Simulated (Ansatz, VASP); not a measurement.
## One calculation of Pd, two programs

```
Pd
1.0
     0.00000    1.97049    1.97049
     1.97049    0.00000    1.97049
     1.97049    1.97049    0.00000
Pd
1
Direct
  0.00000 0.00000 0.00000
```

Change from the starting cell: volume scaled by 1.04.

Alike in both runs: task single point; functional LDA; k mesh 18 × 18 × 18; occupations fermi-dirac, width 0.05 eV; no spin polarisation.

|  | VASP | Ansatz |
| --- | --- | --- |
| version | VASP 6.6.1 | Ansatz 0.2.0 |
| potentials or method | VASP PAW LDA potentials, release 64 (Pd), cutoff 520 eV | all-electron LAPW, scalar-relativistic |

Ansatz gave:

| Property | Result |
| --- | --- |
| pressure (GPa) | -14.5 |

Question: Which values does VASP return?

Answer: Pressure (GPa): -14.2.

LDA's correlation is that of Perdew and Zunger in VASP and of Perdew and Wang (1992) in Ansatz. Ansatz ran all-electron here, and VASP with PAW potentials.
